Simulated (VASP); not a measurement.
Runs of VASP 6.6.1 on AlC2N2. The structure is that of space group Cmmm (No. 65), or close to it. The cells are those of the table. 

| task | spin | cell | k mesh | cutoff (eV) | gap on the mesh (eV) | pressure (GPa) | moment (μB) | largest force (eV/Å) |
| --- | --- | --- | --- | --- | --- | --- | --- | --- |
| single point | collinear, ferromagnetic start | a = 5.139, b = 5.139, c = 7.157 Å, angles 90.0, 90.0, 93.2°, 10 atoms | 4 × 4 × 4 | 520 | none | 0.4 | 0.00 | 0.33 |
| single point | collinear, ferromagnetic start | a = 4.811, b = 4.811, c = 7.082 Å, angles 90.0, 90.0, 94.8°, 10 atoms | 4 × 4 × 4 | 520 | none | 4.0 | 0.00 | 2.93 |
| single point | off | a = 4.811, b = 4.811, c = 7.082 Å, angles 90.0, 90.0, 94.8°, 10 atoms | 4 × 4 × 4 | 520 | none | 4.0 | - | 2.93 |
| single point | off | a = 5.139, b = 5.139, c = 7.157 Å, angles 90.0, 90.0, 86.8°, 10 atoms | 4 × 4 × 4 | 520 | none | 0.4 | - | 0.33 |
| single point | off | a = 5.398, b = 5.398, c = 7.125 Å, angles 90.0, 90.0, 97.8°, 10 atoms | 8 × 8 × 6 | 520 | none | (a) | - | 0.34 |
| relaxation of cell and atoms | off | relaxed from a = 4.811, b = 4.811, c = 7.082 Å, angles 90.0, 90.0, 94.8°, 10 atoms | 4 × 4 × 4 | 600 | none | -0.1 | - | 0.04 |

Alike in all rows: level PBE; potentials or basis VASP PAW PBE potentials, release 64 (Al, C, N); smearing gaussian 0.1 eV.

Fill in the values left out.

(a) 0.3.

Caveats: forces of over 1 eV/Å act on the atoms, so gaps and moduli don't describe the material at rest (some runs).

A gap of «none» marks levels without a gap at the run's occupations.
